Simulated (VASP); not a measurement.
Write the native input for VASP 6.6.1 that does the following.

```yaml
Task: single point
Functional: PBE
Potentials_or_basis: VASP PAW PBE potentials, release 64 (Li_sv)
Cutoff: 520 eV
k_mesh: 6 × 6 × 6
Occupations: fermi-dirac, width 0.1 eV
Spin: no spin polarisation
Dipole_correction: no
Further_INCAR_settings: ALGO = Normal; EDIFF = 1e-06; NBANDS = 8
```

The structure of Li lies in POSCAR:

```
Li
1.0
   -1.7154150880      1.7154150880      1.7154150880
    1.7154150880     -1.7154150880      1.7154150880
    1.7154150880      1.7154150880     -1.7154150880
Li
1
Direct
    0.0000000000      0.0000000000      0.0000000000
```

These files were run (other wordings do the same):

INCAR

```
SYSTEM = Li
PREC     = Accurate       ! precision mode
ENCUT    = 520            ! plane-wave cutoff, eV
EDIFF    = 1E-6           ! SCF threshold, eV
ISMEAR   = -1             ! smearing method
SIGMA    = 0.1            ! smearing width, eV
LREAL    = .FALSE.        ! projectors in reciprocal space
LASPH    = .TRUE.         ! aspherical terms in the spheres
NELM     = 100            ! most SCF steps
ALGO     = Normal         ! electronic algorithm
ISIF     = 2              ! what is computed and relaxed
LWAVE    = .FALSE.        ! write WAVECAR
LCHARG   = .FALSE.        ! write CHGCAR
GGA      = PE             ! functional
NBANDS   = 8              ! bands
```

KPOINTS

```
Automatic mesh
0
G
  6 6 6
  0 0 0
```

Potentials or basis: VASP PAW PBE potentials, release 64 (Li_sv).

Command:

```sh
$ cat potpaw_PBE.64/Li_sv/POTCAR > POTCAR
$ mpirun -np 1 vasp_std > vasp.out
```

Wall time 1.6 s on 1 thread of AMD EPYC 9R45 96-Core Processor (Zen 5) (shared host), peak memory 0.09 GiB.
